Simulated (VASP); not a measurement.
# Sb (Pm-3m) in VASP: a series of runs

The runs below take Sb through single point, relaxation of cell and atoms, with PBE.

Program: VASP 6.6.1. These are calculated values, not measurements. Logs are shortened: lines on timing, memory, paths and dates and some standing lists are left out, and cuts for length are marked.

### Step 1. The cell of the first run

The structure is cubic, space group Pm-3m (No. 221). The conventional cell has a = 2.433 Å, b = 2.433 Å, c = 2.433 Å, α = 90.00°, β = 90.00°, γ = 90.00°. Within 3.2 Å of Sb (site symmetry m-3m) lie 6 Sb at 2.43 Å.

### Step 2. Single point, PBE

Input file INCAR:

```
SYSTEM = Sb
ALGO     = Normal         ! electronic algorithm
EDIFF    = 1E-6           ! SCF threshold, eV
ENCUT    = 520            ! plane-wave cutoff, eV
GGA      = PE             ! functional
ISIF     = 2              ! what is computed and relaxed
ISMEAR   = -1             ! smearing method
LASPH    = .TRUE.         ! aspherical terms in the spheres
LCHARG   = .TRUE.         ! write CHGCAR
LELF     = .TRUE.         ! ELF
LREAL    = .FALSE.        ! projectors in reciprocal space
LVHAR    = .TRUE.       
LWAVE    = .FALSE.        ! write WAVECAR
NBANDS   = 8              ! bands
NELM     = 60             ! most SCF steps
PREC     = Accurate       ! precision mode
SIGMA    = 0.1            ! smearing width, eV
```

Input file KPOINTS:

```
k-points
0
G
  16 16 16
  0 0 0
```

Input file POSCAR:

```
Sb
1.0
    2.4328577278      0.0000000000      0.0000000000
    0.0000000000      2.4328577278      0.0000000000
    0.0000000000      0.0000000000      2.4328577278
Sb
1
Direct
    0.0000000000      0.0000000000      0.0000000000
```

Potentials or basis: VASP PAW PBE potentials, release 64 (Sb).

Launch:

```bash
$ cat potpaw_PBE.64/Sb/POTCAR > POTCAR
$ mpirun -np 1 vasp_std > vasp.out
```

OUTCAR:

```text
SYSTEM = Sb
   EDIFF = 1E-6
   ENCUT = 520
   GGA = PE
   ISIF = 2
   ISMEAR = -1
   LASPH = .TRUE.
   LREAL = .FALSE.
   NELM = 60
   PREC = Accurate

 ion  position               nearest neighbor table
   1  0.000  0.000  0.000-

  LATTYP: Found a simple cubic cell.
 ALAT       =     2.4328577278

  Lattice vectors:

 A1 = (   2.4328577278,   0.0000000000,   0.0000000000)
 A2 = (   0.0000000000,   2.4328577278,   0.0000000000)
 A3 = (   0.0000000000,   0.0000000000,   2.4328577278)

Analysis of symmetry for initial positions (statically):
=====================================================================
 Subroutine PRICEL returns:
 Original cell was already a primitive cell.

 Routine SETGRP: Setting up the symmetry group for a
 simple cubic supercell.

 Subroutine GETGRP returns: Found 48 space group operations
 (whereof 48 operations were pure point group operations)
 out of a pool of 48 trial point group operations.

The static configuration has the point symmetry O_h .

Analysis of symmetry for dynamics (positions and initial velocities):
=====================================================================
 Subroutine PRICEL returns:
 Original cell was already a primitive cell.

 Routine SETGRP: Setting up the symmetry group for a
 simple cubic supercell.

 Subroutine GETGRP returns: Found 48 space group operations
 (whereof 48 operations were pure point group operations)
 out of a pool of 48 trial point group operations.

The dynamic configuration has the point symmetry O_h .

 Subroutine INISYM returns: Found 48 space group operations
 (whereof 48 operations are pure point group operations),
 and found     1 'primitive' translations

----------------------------------------------------------------------------------------

                                     Primitive cell

  volume of cell :      14.3996

  direct lattice vectors                    reciprocal lattice vectors
     2.432857728  0.000000000  0.000000000     0.411039244  0.000000000  0.000000000
     0.000000000  2.432857728  0.000000000     0.000000000  0.411039244  0.000000000
     0.000000000  0.000000000  2.432857728     0.000000000  0.000000000  0.411039244

  length of vectors
     2.432857728  2.432857728  2.432857728     0.411039244  0.411039244  0.411039244

  position of ions in fractional coordinates (direct lattice)
     0.000000000  0.000000000  0.000000000

  ion indices of the primitive-cell ions
   primitive index   ion index
                 1           1

----------------------------------------------------------------------------------------

 KPOINTS: k-points

Automatic generation of k-mesh.
 Grid dimensions read from file:
 generate k-points for:   16   16   16

 Generating k-lattice:

  Cartesian coordinates                     Fractional coordinates (reciprocal lattice)
     0.025689953  0.000000000  0.000000000     0.062500000  0.000000000  0.000000000
     0.000000000  0.025689953  0.000000000     0.000000000  0.062500000  0.000000000
     0.000000000  0.000000000  0.025689953     0.000000000  0.000000000  0.062500000

  Length of vectors
     0.025689953  0.025689953  0.025689953

  Shift w.r.t. Gamma in fractional coordinates (k-lattice)
     0.000000000  0.000000000  0.000000000

 Subroutine IBZKPT returns following result:
 ===========================================

 Found    165 irreducible k-points:

 Following reciprocal coordinates:
            Coordinates               Weight
  0.000000  0.000000  0.000000      1.000000
  0.062500  0.000000  0.000000      6.000000
  0.125000  0.000000  0.000000      6.000000
  0.187500  0.000000  0.000000      6.000000
  0.250000  0.000000  0.000000      6.000000
  0.312500  0.000000  0.000000      6.000000
[... 16 lines left out ...]
  0.437500  0.125000  0.000000     24.000000
  0.500000  0.125000  0.000000     12.000000
 [... further k-points ...]
   k-points           NKPTS =    165   k-points in BZ     NKDIM =    165   number of bands    NBANDS=      8
   number of dos      NEDOS =    301   number of ions     NIONS =      1
   total plane-waves  NPLWV =   5832
   dimension x,y,z NGX =    18 NGY =   18 NGZ =   18
   dimension x,y,z NGXF=    36 NGYF=   36 NGZF=   36
   ions per type =               1
   NGX,Y,Z   is equivalent  to a cutoff of  12.30, 12.30, 12.30 a.u.
   NGXF,Y,Z  is equivalent  to a cutoff of  24.60, 24.60, 24.60 a.u.
 SYSTEM =  Sb
   PREC   = accura    normal or accurate (medium, high low for compatibility)
   ISTART =      0    job   : 0-new  1-cont  2-samecut
   ICHARG =      2    charge: 1-file 2-atom 10-const
   ISPIN  =      1    spin polarized calculation?
   LNONCOLLINEAR =      F non collinear calculations
   LSORBIT =      F    spin-orbit coupling
   LASPH  =      T    aspherical Exc in radial PAW
   ENCUT  =  520.0 eV  38.22 Ry    6.18 a.u.   4.52  4.52  4.52*2*pi/ulx,y,z
   NELM   =     60;   NELMIN=  2; NELMDL= -5     # of ELM steps
   EDIFF  = 0.1E-05   stopping-criterion for ELM
   LREAL  =      F    real-space projection
   EDIFFG = 0.1E-04   stopping-criterion for IOM
   NSW    =      0    number of steps for IOM
   IBRION =     -1    ionic relax: 0-MD 1-quasi-New 2-CG
   NFREE  =      0    steps in history (QN), initial steepest desc. (CG)
   ISIF   =      2    stress and relaxation
   ISYM   =      2    0-nonsym 1-usesym 2-fastsym
   POTIM  = 0.5000    time-step for ionic-motion
   TEBEG  =    0.0;   TEEND  =   0.0 temperature during run
   PSTRESS=    0.0 pullay stress
   NELECT =       5.0000    total number of electrons
   NUPDOWN=      -1.0000    fix difference up-down
   EMIN   =  10.00;   EMAX   =-10.00  energy-range for DOS
   EFERMI =   0.00;   METHOD = LEGACY
   ISMEAR =    -1;   SIGMA  =   0.10  broadening in eV -4-tet -1-fermi 0-gaus
   EFERMI_NEDOS =   21; number of points for ismear=-14 and -15
   IALGO  =     38    algorithm
   IMIX   =      4    mixing-type and parameters
     AMIX     =   0.40;   BMIX     =  1.00
     AMIX_MAG =   1.60;   BMIX_MAG =  1.00
  volume/ion in A,a.u.               =      14.40        97.17
  Fermi-wavevector in a.u.,A,eV,Ry     =   1.150663  2.174438 18.014456  1.324025
  Thomas-Fermi vector in A             =   2.287325
   LORBIT       =      0    0 simple, 1 ext, 2 COOP (PROOUT), +10 PAW based schemes
   GGA     = PE    functional components
   LHFCALC =     F    Hartree Fock is set to
   AEXX    =    0.0000 exact exchange contribution
   IVDW    =     0    specifies the selected vdW correction
   LEPSILON=     F    determine dielectric tensor
   LRPA    =     F    only Hartree local field effects (RPA)
 non-spin polarized calculation
  energy-cutoff  :      520.00
  volume of cell :       14.40
 maximum number of plane-waves:       402
   NGX =  9   NGY =  9   NGZ =  9

 number of electron       4.9999999 magnetization

 Free energy of the ion-electron system (eV)
  ---------------------------------------------------
  ext. energy  EPLUGINS =         0.00000000
  ---------------------------------------------------
  free energy    TOTEN  =         1.42348458 eV

  energy without entropy =        1.43310656  energy(sigma->0) =        1.42829557

 E-fermi :  20.1654     XC(G=0): -13.0767

 val. band max:       20.0714404126   @ k =   0.5000   0.5000   0.2500
 cond. band min:      20.1909346220   @ k =   0.5000   0.3125   0.2500
 fundamental gap:      0.1194942094
 Fermi energy:        20.1653989483

 k-point     1 :       0.0000    0.0000    0.0000
  band No.  band energies     occupation
      1      -0.5541      2.00000
      2      24.9879      0.00000
      3      24.9879      0.00000
      4      24.9879      0.00000
      5      28.4075      0.00000
      6      28.4075      0.00000
      7      33.5360      0.00000
      8      41.3298      0.00000

 k-point     2 :       0.0625    0.0000    0.0000
  band No.  band energies     occupation
      1      -0.4450      2.00000
      2      23.5892      0.00000
      3      25.1230      0.00000
      4      25.1230      0.00000
      5      28.4393      0.00000
      6      29.3151      0.00000
      7      34.0682      0.00000
      8      40.6740      0.00000

 k-point     3 :       0.1250    0.0000    0.0000
  band No.  band energies     occupation
      1      -0.1167      2.00000
      2      21.1217      0.00014
      3      25.5210      0.00000
      4      25.5210      0.00000
      5      28.5360      0.00000
      6      30.2981      0.00000
      7      35.6501      0.00000
      8      39.3941      0.00000

 k-point     4 :       0.1875    0.0000    0.0000
  band No.  band energies     occupation
      1       0.4333      2.00000
      2      18.4919      2.00000
      3      26.1603      0.00000
      4      26.1603      0.00000
      5      28.7010      0.00000
      6      30.8244      0.00000
      7      37.5492      0.00000
      8      37.8255      0.00000

 k-point     5 :       0.2500    0.0000    0.0000
  band No.  band energies     occupation
      1       1.2089      2.00000
      2      15.8854      2.00000
      3      27.0052      0.00000
      4      27.0052      0.00000
      5      28.9400      0.00000
      6      31.1516      0.00000
      7      35.8988      0.00000
      8      37.5675      0.00000

 k-point     6 :       0.3125    0.0000    0.0000
  band No.  band energies     occupation
      1       2.2127      2.00000
      2      13.3812      2.00000
      3      28.0048      0.00000
      4      28.0048      0.00000
      5      29.2584      0.00000
      6      31.4076      0.00000
      7      34.4684      0.00000
      8      36.4419      0.00000

 k-point     7 :       0.3750    0.0000    0.0000
  band No.  band energies     occupation
      1       3.4412      2.00000
      2      11.0384      2.00000
      3      29.0825      0.00000
      4      29.0825      0.00000
      5      29.6548      0.00000
      6      31.6211      0.00000
      7      33.2720      0.00000
      8      35.3026      0.00000
[... 133 lines left out ...]
 k-point    20 :       0.2500    0.1250    0.0000
  band No.  band energies     occupation
      1       1.6431      2.00000
      2      16.2837      2.00000
      3      22.9239      0.00000
      4      27.5396      0.00000
      5      30.0332      0.00000
      6      33.2235      0.00000
      7      34.2422      0.00000
      8      37.6763      0.00000

 k-point    21 :       0.3125    0.1250    0.0000
  band No.  band energies     occupation
      1       2.6440      2.00000
      2      13.7929      2.00000
      3      23.8084      0.00000
      4      28.5417      0.00000
      5      30.3897      0.00000
      6      31.7693      0.00000
      7      34.3979      0.00000
      8      36.6443      0.00000

 k-point    22 :       0.3750    0.1250    0.0000
  band No.  band energies     occupation
      1       3.8679      2.00000
      2      11.4599      2.00000
      3      24.8335      0.00000
      4      29.6293      0.00000
      5      30.2392      0.00000
      6      30.8163      0.00000
      7      34.2515      0.00000
      8      35.5394      0.00000

 k-point    23 :       0.4375    0.1250    0.0000
  band No.  band energies     occupation
      1       5.2741      2.00000
      2       9.3696      2.00000
      3      25.9565      0.00000
      4      28.8145      0.00000
      5      30.6612      0.00000
      6      31.2375      0.00000
      7      33.7660      0.00000
      8      34.4989      0.00000

 k-point    24 :       0.5000    0.1250    0.0000
  band No.  band energies     occupation
      1       6.3383      2.00000
      2       8.0741      2.00000
      3      26.8222      0.00000
      4      27.8466      0.00000
      5      31.1920      0.00000
      6      31.4563      0.00000
      7      33.4799      0.00000
      8      33.9655      0.00000

 [... further k-points ...]

------------------------ aborting loop because EDIFF is reached ----------------------------------------

  FORCE on cell =-STRESS in cart. coord.  units (eV):
  Direction    XX          YY          ZZ          XY          YZ          ZX
  --------------------------------------------------------------------------------------
  -------------------------------------------------------------------------------------
  Total       20.2480423     20.2480423     20.2480423      0.0000000      0.0000000     -0.0000000
  in kB     2252.9081407   2252.9081407   2252.9081407      0.0000000      0.0000000     -0.0000000
  external PRESSURE =    2252.9081407 kB  Pullay stress =       0.0000000 kB

 VOLUME and BASIS-vectors are now :
 -----------------------------------------------------------------------------
  energy-cutoff  :      520.00
  volume of cell :       14.40
      direct lattice vectors                 reciprocal lattice vectors
     2.432857728  0.000000000  0.000000000     0.411039244  0.000000000  0.000000000
     0.000000000  2.432857728  0.000000000     0.000000000  0.411039244  0.000000000
     0.000000000  0.000000000  2.432857728     0.000000000  0.000000000  0.411039244

 POSITION                                       TOTAL-FORCE (eV/Angst)
 -----------------------------------------------------------------------------------
      0.00000      0.00000      0.00000         0.000000      0.000000      0.000000
 -----------------------------------------------------------------------------------
    total drift:                                0.000000      0.000000      0.000000

  FREE ENERGIE OF THE ION-ELECTRON SYSTEM (eV)
  ---------------------------------------------------
  free  energy   TOTEN  =         1.4234845764 eV

  energy  without entropy=        1.4331065642  energy(sigma->0) =        1.42829557
```

Wall time 26 s (1 thread of Intel Xeon 8259CL, shared host); peak memory 0.13 GiB.

Results:

```
Free energy : 1.4235 eV
Pressure    : 225.3 GPa
```

Levels at points of the mesh, in eV from the Fermi level:
```csv
k point,band 1,band 2,band 3,band 4,band 5,band 6,band 7
"(0.00, 0.00, 0.00)",-20.72,4.82,4.82,4.82,8.24,8.24,13.37
"(0.50, 0.00, 0.00)",-14.22,-12.54,10.18,10.41,10.41,11.67,11.78
"(0.50, 0.50, 0.00)",-7.95,-7.95,-6.73,-1.24,14.38,14.38,16.32
"(0.50, 0.50, 0.50)",-3.26,-3.26,-3.26,3.18,3.22,3.75,3.75
```

Caveat: spin-orbit coupling is left out, which moves the levels of the heavy elements.

### Step 3. Relaxation of cell and atoms, PBE, target pressure 220 GPa, at which the enthalpy is minimised

This run uses another cell than the first one, of 13.60 Å³/atom, 0.945 times its volume.

Input file INCAR:

```
ALGO     = Normal         # electronic algorithm
EDIFF    = 1E-6           # SCF threshold, eV
EDIFFG   = -0.005         # ionic threshold
ENCUT    = 600            # plane-wave cutoff, eV
GGA      = PE             # functional
IBRION   = 2              # ionic algorithm
ISIF     = 3              # what is computed and relaxed
ISMEAR   = -1             # smearing method
LASPH    = True           # aspherical terms in the spheres
LCHARG   = False          # write CHGCAR
LREAL    = False          # projectors in reciprocal space
LWAVE    = False          # write WAVECAR
NELM     = 80             # most SCF steps
NSW      = 60             # ionic steps
PREC     = Accurate       # precision mode
PSTRESS  = 2200.0       
SIGMA    = 0.1            # smearing width, eV
```

Input file KPOINTS:

```
k-points
0
Gamma
  16 16 16
```

Input file POSCAR:

```
Sb
1.0
    2.3872258825      0.0000000000      0.0000000000
    0.0000000000      2.3872258825      0.0000000000
    0.0000000000      0.0000000000      2.3872258825
Sb
1
Direct
    0.0000000000      0.0000000000      0.0000000000
```

Potentials or basis: VASP PAW PBE potentials, release 64 (Sb).

Launch:

```bash
$ cat potpaw_PBE.64/Sb/POTCAR > POTCAR
$ mpirun -np 1 vasp_std > vasp.out
```

It took 93 s on 1 thread of Intel Xeon 8259CL, shared host; peak memory 0.14 GiB.

Results (log left out):

```
Free energy                                            : 1.2937 eV
Relaxed volume                                         : 14.49 Å³/atom
Relaxed cell                                           : a = 2.438 Å, b = 2.438 Å, c = 2.438 Å, α = 90.00°, β = 90.00°, γ = 90.00°
Space group after relaxing (to 0.05 Å)                 : Pm-3m (No. 221)
Energy change on relaxing (the enthalpy is what falls) : -1368.6 meV/atom
Ionic steps                                            : 18
Pressure after relaxing                                : 220.1 GPa
```

The path:
```tsv
step	energy change (eV)	largest force (eV/Å)	pressure (GPa)	volume (Å³)
1	0.0000	0.0000	276.01	13.60
2	-6.5815	0.0000	14.22	25.28
3	-1.8486	0.0000	200.81	14.86
4	-1.3918	0.0000	219.11	14.51
5	-1.3665	0.0000	220.14	14.49
6	-1.3665	0.0000	220.13	14.49
7	-1.3668	0.0000	220.12	14.49
8	-1.3668	0.0000	220.12	14.49
9	-1.3668	0.0000	220.12	14.49
10	-1.3668	0.0000	220.12	14.49
11	-1.3668	0.0000	220.12	14.49
12	-1.3668	0.0000	220.12	14.49
13	-1.3668	0.0000	220.12	14.49
14	-1.3669	0.0000	220.12	14.49
15	-1.3670	0.0000	220.12	14.49
16	-1.3672	0.0000	220.11	14.49
17	-1.3677	0.0000	220.09	14.49
18	-1.3686	0.0000	220.05	14.49
```

Final structure:
```cif
data_structure
_symmetry_space_group_name_H-M 'P 1'
_symmetry_Int_Tables_number 1
_cell_length_a 2.4381
_cell_length_b 2.4381
_cell_length_c 2.4381
_cell_angle_alpha 90.000
_cell_angle_beta 90.000
_cell_angle_gamma 90.000
_cell_volume 14.49
loop_
_atom_site_label
_atom_site_type_symbol
_atom_site_fract_x
_atom_site_fract_y
_atom_site_fract_z
_atom_site_occupancy
Sb1 Sb 0.00000 0.00000 0.00000 1
```

Levels at points of the mesh, in eV from the Fermi level:
```tsv
k point	band 1	band 2	band 3	band 4	band 5
(0.00, 0.00, 0.00)	-20.62	4.81	4.81	4.81	8.22
(0.50, 0.00, 0.00)	-14.18	-12.47	10.20	10.36	10.36
(0.50, 0.50, 0.00)	-7.91	-7.91	-6.75	-1.21	14.38
(0.50, 0.50, 0.50)	-3.25	-3.25	-3.25	3.07	3.75
```

Caveat: the cell is relaxed towards a set pressure, so the enthalpy falls and the energy may rise; spin-orbit coupling is left out, which moves the levels of the heavy elements.
